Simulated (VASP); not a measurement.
# Si (Fddd) in VASP: notebook

The runs below take Si through single point, with LDA.

Program: VASP 6.6.1. These are calculated values, not measurements. Logs are shortened: lines on timing, memory, paths and dates and some standing lists are left out, and cuts for length are marked.

## (1) The cell of the first run

The structure is orthorhombic, space group Fddd (No. 70). The conventional cell has a = 4.915 Å, b = 5.510 Å, c = 5.780 Å, α = 90.00°, β = 90.00°, γ = 90.00°. Within 3.1 Å of Si (site symmetry 222) lie 4 Si at 2.34 Å.

## (2) Single point, LDA

Input file INCAR:

```
SYSTEM = Si
PREC = Accurate
ENCUT = 520
EDIFF = 1E-6
ISMEAR = 0
SIGMA = 0.05
LREAL = .False.
LASPH = .True.
NELM = 80
ALGO = Normal
ISIF = 2
LWAVE = .False.
LCHARG = .False.
NBANDS = 11
```

Input file KPOINTS:

```
Automatic mesh
0
Gamma
  12 12 12
  0 0 0
```

Input file POSCAR:

```
Si
1.0
    0.0000000000      2.7548149197      2.8898548668
    2.4577270362      0.0000000000      2.8898548668
    2.4577270362      2.7548149197      0.0000000000
Si
2
Direct
    0.5000000000      0.5000000000      0.5000000000
    0.7500000000      0.7500000000      0.7500000000
```

Potentials or basis: VASP PAW LDA potentials, release 64 (Si).

Run with:

```
$ cat potpaw_LDA.64/Si/POTCAR > POTCAR
$ mpirun -np 1 vasp_std > vasp.out
```

OUTCAR:

```text
SYSTEM = Si
   PREC = Accurate
   ENCUT = 520
   EDIFF = 1E-6
   ISMEAR = 0
   LREAL = .False.
   LASPH = .True.
   NELM = 80
   ISIF = 2

 ion  position               nearest neighbor table
   1  0.500  0.500  0.500-   2 2.34   2 2.34   2 2.34   2 2.34
   2  0.750  0.750  0.750-   1 2.34   1 2.34   1 2.34   1 2.34

  LATTYP: Found a face centered orthorhombic cell.
 ALAT       =     4.9154540724
 B/A-ratio  =     1.1208791209
 C/A-ratio  =     1.1758241758

  Lattice vectors:

 A1 = (   0.0000000000,   2.7548149197,   2.8898548668)
 A2 = (   2.4577270362,   0.0000000000,   2.8898548668)
 A3 = (   2.4577270362,   2.7548149197,   0.0000000000)

Analysis of symmetry for initial positions (statically):
=====================================================================
 Subroutine PRICEL returns:
 Original cell was already a primitive cell.

 Routine SETGRP: Setting up the symmetry group for a
 face centered orthorhombic supercell.

 Subroutine GETGRP returns: Found  8 space group operations
 (whereof  4 operations were pure point group operations)
 out of a pool of  8 trial point group operations.

The static configuration has the point symmetry D_2 .
 The point group associated with its full space group is D_2h.

Analysis of symmetry for dynamics (positions and initial velocities):
=====================================================================
 Subroutine PRICEL returns:
 Original cell was already a primitive cell.

 Routine SETGRP: Setting up the symmetry group for a
 face centered orthorhombic supercell.

 Subroutine GETGRP returns: Found  8 space group operations
 (whereof  4 operations were pure point group operations)
 out of a pool of  8 trial point group operations.

The dynamic configuration has the point symmetry D_2 .
 The point group associated with its full space group is D_2h.

 Subroutine INISYM returns: Found  8 space group operations
 (whereof  4 operations are pure point group operations),
 and found     1 'primitive' translations

----------------------------------------------------------------------------------------

                                     Primitive cell

  volume of cell :      39.1320

  direct lattice vectors                    reciprocal lattice vectors
     0.000000000  2.754814920  2.889854867    -0.203440005  0.181500396  0.173019069
     2.457727036  0.000000000  2.889854867     0.203440005 -0.181500396  0.173019069
     2.457727036  2.754814920  0.000000000     0.203440005  0.181500396 -0.173019069

  length of vectors
     3.992526317  3.793637217  3.691805443     0.322902195  0.322902195  0.322902195

  position of ions in fractional coordinates (direct lattice)
     0.500000000  0.500000000  0.500000000
     0.750000000  0.750000000  0.750000000

  ion indices of the primitive-cell ions
   primitive index   ion index
                 1           1
                 2           2

----------------------------------------------------------------------------------------

 KPOINTS: Automatic mesh

Automatic generation of k-mesh.
 Grid dimensions read from file:
 generate k-points for:   12   12   12

 Generating k-lattice:

  Cartesian coordinates                     Fractional coordinates (reciprocal lattice)
    -0.016953334  0.015125033  0.014418256     0.083333333  0.000000000  0.000000000
     0.016953334 -0.015125033  0.014418256     0.000000000  0.083333333  0.000000000
     0.016953334  0.015125033 -0.014418256    -0.000000000 -0.000000000  0.083333333

  Length of vectors
     0.026908516  0.026908516  0.026908516

  Shift w.r.t. Gamma in fractional coordinates (k-lattice)
     0.000000000  0.000000000  0.000000000

 Subroutine IBZKPT returns following result:
 ===========================================

 Found    280 irreducible k-points:

 Following reciprocal coordinates:
            Coordinates               Weight
  0.000000  0.000000  0.000000      1.000000
  0.083333 -0.000000 -0.000000      8.000000
  0.166667  0.000000 -0.000000      8.000000
  0.250000  0.000000 -0.000000      8.000000
  0.333333 -0.000000 -0.000000      8.000000
  0.416667 -0.000000 -0.000000      8.000000
[... 16 lines left out ...]
  0.500000  0.166667 -0.000000      8.000000
 -0.416667  0.166667  0.000000      8.000000
 [... further k-points ...]
   k-points           NKPTS =    280   k-points in BZ     NKDIM =    280   number of bands    NBANDS=     11
   number of dos      NEDOS =    301   number of ions     NIONS =      2
   total plane-waves  NPLWV =  23520
   dimension x,y,z NGX =    30 NGY =   28 NGZ =   28
   dimension x,y,z NGXF=    60 NGYF=   56 NGZF=   56
   ions per type =               2
   NGX,Y,Z   is equivalent  to a cutoff of  12.49, 12.27, 12.61 a.u.
   NGXF,Y,Z  is equivalent  to a cutoff of  24.98, 24.54, 25.22 a.u.
 SYSTEM =  Si
   PREC   = accura    normal or accurate (medium, high low for compatibility)
   ISTART =      0    job   : 0-new  1-cont  2-samecut
   ICHARG =      2    charge: 1-file 2-atom 10-const
   ISPIN  =      1    spin polarized calculation?
   LNONCOLLINEAR =      F non collinear calculations
   LSORBIT =      F    spin-orbit coupling
   LASPH  =      T    aspherical Exc in radial PAW
   ENCUT  =  520.0 eV  38.22 Ry    6.18 a.u.   7.42  7.05  6.86*2*pi/ulx,y,z
   NELM   =     80;   NELMIN=  2; NELMDL= -5     # of ELM steps
   EDIFF  = 0.1E-05   stopping-criterion for ELM
   LREAL  =      F    real-space projection
   EDIFFG = 0.1E-04   stopping-criterion for IOM
   NSW    =      0    number of steps for IOM
   IBRION =     -1    ionic relax: 0-MD 1-quasi-New 2-CG
   NFREE  =      0    steps in history (QN), initial steepest desc. (CG)
   ISIF   =      2    stress and relaxation
   ISYM   =      2    0-nonsym 1-usesym 2-fastsym
   POTIM  = 0.5000    time-step for ionic-motion
   TEBEG  =    0.0;   TEEND  =   0.0 temperature during run
   PSTRESS=    0.0 pullay stress
   NELECT =       8.0000    total number of electrons
   NUPDOWN=      -1.0000    fix difference up-down
   EMIN   =  10.00;   EMAX   =-10.00  energy-range for DOS
   EFERMI =   0.00;   METHOD = LEGACY
   ISMEAR =     0;   SIGMA  =   0.05  broadening in eV -4-tet -1-fermi 0-gaus
   EFERMI_NEDOS =   21; number of points for ismear=-14 and -15
   IALGO  =     38    algorithm
   IMIX   =      4    mixing-type and parameters
     AMIX     =   0.40;   BMIX     =  1.00
     AMIX_MAG =   1.60;   BMIX_MAG =  1.00
  volume/ion in A,a.u.               =      19.57       132.04
  Fermi-wavevector in a.u.,A,eV,Ry     =   0.964408  1.822467 12.654544  0.930083
  Thomas-Fermi vector in A             =   2.094037
   LORBIT       =      0    0 simple, 1 ext, 2 COOP (PROOUT), +10 PAW based schemes
   GGA     = CA    functional components
   LHFCALC =     F    Hartree Fock is set to
   AEXX    =    0.0000 exact exchange contribution
   IVDW    =     0    specifies the selected vdW correction
   LEPSILON=     F    determine dielectric tensor
   LRPA    =     F    only Hartree local field effects (RPA)
 non-spin polarized calculation
 Gauss-broadening in eV      SIGMA  =   0.05
  energy-cutoff  :      520.00
  volume of cell :       39.13
 maximum number of plane-waves:      1070
 NGX is ok and might be reduce to    30
   NGX = 15   NGY = 15   NGZ = 13

 number of electron       8.0000000 magnetization

 Free energy of the ion-electron system (eV)
  ---------------------------------------------------
  ext. energy  EPLUGINS =         0.00000000
  ---------------------------------------------------
  free energy    TOTEN  =       -11.78090258 eV

  energy without entropy =      -11.78061960  energy(sigma->0) =      -11.78076109

 E-fermi :   6.0639     XC(G=0):  -9.7141

 val. band max:        6.0600692423   @ k =  -0.0833   0.0000   0.0833
 cond. band min:       6.0777629421   @ k =   0.0833   0.0000   0.0833
 fundamental gap:      0.0176936998
 Fermi energy:         6.0638913304

 k-point     1 :       0.0000    0.0000    0.0000
  band No.  band energies     occupation
      1      -6.0882      2.00000
      2       5.5249      2.00000
      3       5.9840      1.97612
      4       6.6054      0.00000
      5       8.3248      0.00000
      6       8.7591      0.00000
      7       8.9082      0.00000
      8       9.2501      0.00000
      9      12.5133      0.00000
     10      13.8359      0.00000
     11      14.7114      0.00000

 k-point     2 :       0.0833   -0.0000   -0.0000
  band No.  band energies     occupation
      1      -5.9944      2.00000
      2       5.0152      2.00000
      3       5.6288      2.00000
      4       6.3054      0.00000
      5       8.3542      0.00000
      6       8.8928      0.00000
      7       9.0886      0.00000
      8       9.9615      0.00000
      9      12.3869      0.00000
     10      14.1458      0.00000
     11      14.3074      0.00000

 k-point     3 :       0.1667    0.0000   -0.0000
  band No.  band energies     occupation
      1      -5.7158      2.00000
      2       3.6036      2.00000
      3       5.1779      2.00000
      4       6.0056      1.90079
      5       8.0783      0.00000
      6       9.2539      0.00000
      7       9.4036      0.00000
      8      11.3371      0.00000
      9      12.4718      0.00000
     10      13.5684      0.00000
     11      15.1783      0.00000

 k-point     4 :       0.2500    0.0000   -0.0000
  band No.  band energies     occupation
      1      -5.2628      2.00000
      2       2.0591      2.00000
      3       4.7681      2.00000
      4       5.7576      2.00000
      5       7.6616      0.00000
      6       9.3251      0.00000
      7       9.8628      0.00000
      8      12.5567      0.00000
      9      13.2777      0.00000
     10      13.4167      0.00000
     11      15.5481      0.00000

 k-point     5 :       0.3333   -0.0000   -0.0000
  band No.  band energies     occupation
      1      -4.6646      2.00000
      2       0.6298      2.00000
      3       4.4461      2.00000
      4       5.5773      2.00000
      5       7.3024      0.00000
      6       9.1288      0.00000
      7      10.2327      0.00000
      8      13.4180      0.00000
      9      13.9335      0.00000
     10      14.3926      0.00000
     11      15.7903      0.00000
[... 211 lines left out ...]
 k-point    21 :       0.3333    0.1667   -0.0000
  band No.  band energies     occupation
      1      -4.8620      2.00000
      2       1.4575      2.00000
      3       3.7566      2.00000
      4       4.7626      2.00000
      5       8.3955      0.00000
      6       9.7727      0.00000
      7      10.5158      0.00000
      8      11.4277      0.00000
      9      14.3227      0.00000
     10      15.1841      0.00000
     11      16.6711      0.00000

 k-point    22 :       0.4167    0.1667   -0.0000
  band No.  band energies     occupation
      1      -4.2453      2.00000
      2       0.3146      2.00000
      3       3.1186      2.00000
      4       4.6975      2.00000
      5       8.4084      0.00000
      6       9.4752      0.00000
      7      11.4347      0.00000
      8      11.8082      0.00000
      9      15.3122      0.00000
     10      15.9728      0.00000
     11      16.5212      0.00000

 k-point    23 :       0.5000    0.1667   -0.0000
  band No.  band energies     occupation
      1      -3.6093      2.00000
      2      -0.6429      2.00000
      3       2.6935      2.00000
      4       4.7601      2.00000
      5       8.4679      0.00000
      6       9.2920      0.00000
      7      11.2668      0.00000
      8      13.3675      0.00000
      9      14.9288      0.00000
     10      16.1789      0.00000
     11      16.8030      0.00000

 k-point    24 :      -0.4167    0.1667    0.0000
  band No.  band energies     occupation
      1      -3.3759      2.00000
      2      -0.9254      2.00000
      3       2.4771      2.00000
      4       4.9394      2.00000
      5       8.5788      0.00000
      6       9.2981      0.00000
      7      11.0630      0.00000
      8      13.6395      0.00000
      9      14.7017      0.00000
     10      15.5864      0.00000
     11      17.0665      0.00000

 [... further k-points ...]

------------------------ aborting loop because EDIFF is reached ----------------------------------------

  FORCE on cell =-STRESS in cart. coord.  units (eV):
  Direction    XX          YY          ZZ          XY          YZ          ZX
  --------------------------------------------------------------------------------------
  -------------------------------------------------------------------------------------
  Total        1.4639884      0.0038287     -1.6062891      0.0000000      0.0000000      0.0000000
  in kB       59.9399130      0.1567583    -65.7661145      0.0000000      0.0000000      0.0000000
  external PRESSURE =      -1.8898144 kB  Pullay stress =       0.0000000 kB

 VOLUME and BASIS-vectors are now :
 -----------------------------------------------------------------------------
  energy-cutoff  :      520.00
  volume of cell :       39.13
      direct lattice vectors                 reciprocal lattice vectors
     0.000000000  2.754814920  2.889854867    -0.203440005  0.181500396  0.173019069
     2.457727036  0.000000000  2.889854867     0.203440005 -0.181500396  0.173019069
     2.457727036  2.754814920  0.000000000     0.203440005  0.181500396 -0.173019069

 POSITION                                       TOTAL-FORCE (eV/Angst)
 -----------------------------------------------------------------------------------
      2.45773      2.75481      2.88985        -0.000000      0.000000     -0.000000
      3.68659      4.13222      4.33478         0.000000      0.000000      0.000000
 -----------------------------------------------------------------------------------
    total drift:                               -0.000000     -0.000000     -0.000000

  FREE ENERGIE OF THE ION-ELECTRON SYSTEM (eV)
  ---------------------------------------------------
  free  energy   TOTEN  =       -11.7809025795 eV

  energy  without entropy=      -11.7806196016  energy(sigma->0) =      -11.78076109
```

It took 70 s on 1 thread of Intel Xeon Platinum 8259CL at 2.50GHz (Skylake/Cascade Lake), shared host; peak memory 0.21 GiB.

Results:

```
Free energy            : -11.7809 eV
Pressure               : -0.2 GPa
Band gap on the k mesh : zero (band 4 reaches 6.61 eV, above the bottom of band 5 at 5.65 eV)
```

Levels at points of the mesh, in eV from the Fermi level:
| k point | band 2 | band 3 | band 4 | band 5 | band 6 | band 7 |
| --- | --- | --- | --- | --- | --- | --- |
| (0.00, 0.00, 0.00) | -0.54 | -0.08 | 0.54 | 2.26 | 2.70 | 2.84 |
| (0.50, 0.00, 0.00) | -7.12 | -1.89 | -0.63 | 0.92 | 2.81 | 4.35 |
| (0.50, 0.50, 0.00) | -8.34 | -2.34 | -2.34 | 1.15 | 1.15 | 9.10 |
| (0.50, 0.00, 0.50) | -8.04 | -2.70 | -2.70 | 0.77 | 0.77 | 8.48 |
| (0.00, 0.50, 0.50) | -7.36 | -3.60 | -3.60 | -0.15 | -0.15 | 9.63 |

Caveat: the cell differs from its parent crystal (strain +e along x and -e along y -0.0550, strain +e along z and -e/2 along x and y +0.0700).

## (3) Single point, LDA

Input file INCAR:

```
SYSTEM = Si
PREC = Accurate ; ENCUT = 520
EDIFF = 1E-6 ; ISMEAR = 0
SIGMA = 0.05 ; LREAL = .FALSE.
LASPH = .TRUE. ; NELM = 100
ALGO = Normal ; ISIF = 2
LWAVE = .FALSE. ; LCHARG = .FALSE.
GGA = CA ; NBANDS = 11
```

Input file KPOINTS:

```
Automatic mesh
0
G
  12 12 12
  0 0 0
```

Input file POSCAR:

```
Si
1.0
    0.0000000000      2.7784469105      2.8425908853
    2.4813590270      0.0000000000      2.8425908853
    2.4813590270      2.7784469105      0.0000000000
Si
2
Direct
    0.5000000000      0.5000000000      0.5000000000
    0.7500000000      0.7500000000      0.7500000000
```

Potentials or basis: VASP PAW LDA potentials, release 64 (Si).

Run with:

```
$ cat potpaw_LDA.64/Si/POTCAR > POTCAR
$ mpirun -np 1 vasp_std > vasp.out
```

It took 70 s on 1 thread of Intel Xeon Platinum 8259CL at 2.50GHz (Skylake/Cascade Lake), shared host; peak memory 0.2 GiB.

The run converged. Its results:

- Free energy: -11.8153 eV
- Pressure: -0.1 GPa
- Band gap on the k mesh: zero (band 4 reaches 6.52 eV, above the bottom of band 5 at 5.71 eV)

Stress tensor (GPa, compression positive):
```
 5.56  0.00  0.00
 0.00 -1.46  0.00
 0.00  0.00 -4.55
```

Levels at points of the mesh, in eV from the Fermi level:
```
           k point  band 1  band 2  band 3  band 4  band 5  band 6  band 7  band 8  band 9
(0.00, 0.00, 0.00)  -12.13   -0.38   -0.17    0.49    2.28    2.70    2.77    3.25    6.61
(0.50, 0.00, 0.00)   -9.72   -7.11   -1.79   -0.71    1.05    2.80    4.22    7.73    9.63
(0.50, 0.50, 0.00)   -8.22   -8.22   -2.47   -2.47    1.01    1.01    9.10    9.10   11.31
(0.50, 0.00, 0.50)   -8.08   -8.08   -2.65   -2.65    0.83    0.83    8.80    8.80   10.96
(0.00, 0.50, 0.50)   -7.41   -7.41   -3.54   -3.54   -0.08   -0.08    9.86    9.86   11.23
```

Caveat: the cell differs from its parent crystal (strain +e along x and -e along y -0.0550, strain +e along z and -e/2 along x and y +0.0525).

## (4) Single point, LDA

Input file INCAR:

```
SYSTEM = Si
PREC     = Accurate       ! precision mode
ENCUT    = 520            ! plane-wave cutoff, eV
EDIFF    = 1E-6           ! SCF threshold, eV
ISMEAR   = 0              ! smearing method
SIGMA    = 0.05           ! smearing width, eV
LREAL    = .FALSE.        ! projectors in reciprocal space
LASPH    = .TRUE.         ! aspherical terms in the spheres
NELM     = 80             ! most SCF steps
ALGO     = Normal         ! electronic algorithm
ISIF     = 2              ! what is computed and relaxed
LWAVE    = .FALSE.        ! write WAVECAR
LCHARG   = .FALSE.        ! write CHGCAR
GGA      = CA             ! functional
NBANDS   = 11             ! bands
```

Input file KPOINTS:

```
regular mesh
0
G
  12 12 12
  0 0 0
```

Input file POSCAR:

```
Si
1.0
    0.0000000000      2.8695988747      2.5117430150
    2.7210549330      0.0000000000      2.5117430150
    2.7210549330      2.8695988747      0.0000000000
Si
2
Direct
    0.5000000000      0.5000000000      0.5000000000
    0.7500000000      0.7500000000      0.7500000000
```

Run with:

```
$ cat potpaw_LDA.64/Si/POTCAR > POTCAR
$ mpirun -np 1 vasp_std > vasp.out
```

Wall time 66 s (1 thread of Intel Xeon Platinum 8259CL at 2.50GHz (Skylake/Cascade Lake), shared host); peak memory 0.2 GiB.

Results (log left out):

```
Free energy            : -11.8210 eV
Pressure               : -0.1 GPa
Band gap on the k mesh : zero (band 4 reaches 6.46 eV, above the bottom of band 5 at 5.81 eV)
```

Stress tensor (GPa, compression positive):
```
 0.68  0.00  0.00
 0.00 -6.19  0.00
 0.00  0.00  5.29
```

Levels at points of the mesh, in eV from the Fermi level:
| k point | band 1 | band 2 | band 3 | band 4 | band 5 | band 6 | band 7 | band 8 |
| --- | --- | --- | --- | --- | --- | --- | --- | --- |
| (0.00, 0.00, 0.00) | -12.19 | -0.56 | -0.08 | 0.37 | 2.24 | 2.55 | 2.72 | 3.17 |
| (0.50, 0.00, 0.00) | -9.78 | -7.18 | -1.84 | -0.77 | 0.99 | 2.89 | 3.98 | 7.62 |
| (0.50, 0.50, 0.00) | -7.54 | -7.54 | -3.51 | -3.51 | -0.06 | -0.06 | 9.55 | 9.55 |
| (0.50, 0.00, 0.50) | -8.34 | -8.34 | -2.48 | -2.48 | 1.01 | 1.01 | 9.41 | 9.41 |
| (0.00, 0.50, 0.50) | -8.01 | -8.01 | -2.88 | -2.88 | 0.58 | 0.58 | 8.74 | 8.74 |

Caveat: the cell differs from its parent crystal (strain +e along x and -e along y -0.0275, strain +e along z and -e/2 along x and y -0.0700).

(Part 1 of 2 ends here.)
